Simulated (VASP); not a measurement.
Write the native input for VASP 6.6.1 that does the following.

| Quantity | Value |
| --- | --- |
| Task | single point |
| Functional | r2SCAN |
| Potentials or basis | VASP PAW PBE potentials, release 64 (Ga_d, As) |
| Cutoff | 550 eV |
| k mesh | 8 × 8 × 8 |
| Occupations | gaussian, width 0.02 eV |
| Spin | no spin polarisation |
| Dipole correction | no |
| Further INCAR settings | ALGO = Normal; EDIFF = 1e-06; NBANDS = 16 |

The system is GaAs.

```
Ga As
1.0
     0.00000    2.83267    2.83267
     2.83267    0.00000    2.83267
     2.83267    2.83267    0.00000
Ga As
1 1
Direct
  0.00000 0.00000 0.00000
  0.25000 0.25000 0.25000
```

These files were run (other wordings do the same):

POSCAR

```
GaAs
1.0
    0.0000000000      2.8326717769      2.8326717769
    2.8326717769      0.0000000000      2.8326717769
    2.8326717769      2.8326717769      0.0000000000
Ga As
1 1
Direct
    0.0000000000      0.0000000000      0.0000000000
    0.2500000000      0.2500000000      0.2500000000
```

INCAR.step1

```
PREC = Accurate ; ENCUT = 550
ISMEAR = 0 ; SIGMA = 0.02
LREAL = False ; LASPH = True
NELM = 120 ; NBANDS = 16
GGA = PE ; ALGO = Normal
EDIFF = 1E-5 ; LWAVE = True
LCHARG = False ; GGA_COMPAT = False
```

INCAR.step2

```
PREC = Accurate ; ENCUT = 550
EDIFF = 1E-6 ; ISMEAR = 0
SIGMA = 0.02 ; LREAL = False
LASPH = True ; NELM = 120
ALGO = Normal ; ISIF = 2
LWAVE = False ; LCHARG = False
METAGGA = R2SCAN ; LMIXTAU = True
NBANDS = 16 ; ISTART = 1
GGA_COMPAT = False
```

KPOINTS

```
regular mesh
0
Gamma
  8 8 8
```

Potentials or basis: VASP PAW PBE potentials, release 64 (Ga_d, As).

Command:

```sh
$ cat potpaw_PBE.64/Ga_d/POTCAR potpaw_PBE.64/As/POTCAR > POTCAR
$ cp INCAR.step1 INCAR
$ mpirun -np 1 vasp_std > vasp.out
$ cp INCAR.step2 INCAR
$ mpirun -np 1 vasp_std > vasp.out
```

It gave:

| Quantity | Value |
| --- | --- |
| Pressure | 0.2 GPa |
| Band gap on the k mesh | 0.95 eV |

Caveat: the PAW data sets were made with another functional, which shifts forces and pressure a little.

Run time: 42 s on 1 thread of Intel(R) Xeon(R) Platinum 8488C (Sapphire Rapids), with other jobs on the host, peak memory 0.19 GiB.
